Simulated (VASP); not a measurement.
Set up this calculation in VASP 6.6.1, as the native input.

* Task: single point
* Functional: LDA
* Potentials or basis: VASP PAW LDA potentials, release 64 (Ru_pv)
* Cutoff: 520 eV
* k mesh: 21 × 21 × 12
* Occupations: gaussian, width 0.15 eV
* Spin: no spin polarisation
* Dipole correction: no
* Further INCAR settings: ALGO = Fast; EDIFF = 1e-06; NBANDS = 21

The structure of Ru lies in POSCAR:

```
Ru
1.0
    2.7869733142      0.0000000000      0.0000000000
   -1.3934866571      2.4135896898      0.0000000000
    0.0000000000      0.0000000000      4.2819000000
Ru
2
Direct
    0.3333333333      0.6666666667      0.2500000000
    0.6666666667      0.3333333333      0.7500000000
```

This cell differs from its parent crystal: strain +0.030 along x and y, +0.000 along z.

The input as run:

INCAR

```
PREC = Accurate
ENCUT = 520
EDIFF = 1E-6
ISMEAR = 0
SIGMA = 0.15
LREAL = F
LASPH = T
NELM = 60
ALGO = Fast
ISIF = 2
LWAVE = F
LCHARG = T
LELF = T
LVHAR = T
NBANDS = 21
```

KPOINTS

```
Automatic mesh
0
Gamma
  21 21 12
```

Potentials or basis: VASP PAW LDA potentials, release 64 (Ru_pv).

The run is started by

```bash
$ cat potpaw_LDA.64/Ru_pv/POTCAR > POTCAR
$ mpirun -np 1 vasp_std > vasp.out
```

It gave:

The pressure is -26.7 GPa. The band gap on the k mesh is zero (bands 14 and 15 overlap by 2.87 eV).

Caveat: the cell differs from its parent crystal (strain +0.030 along x and y, +0.000 along z); the cell stands under tension.

It took 5 min on 1 thread of Intel Xeon 8259CL, with other jobs on the host, peak memory 0.26 GiB.
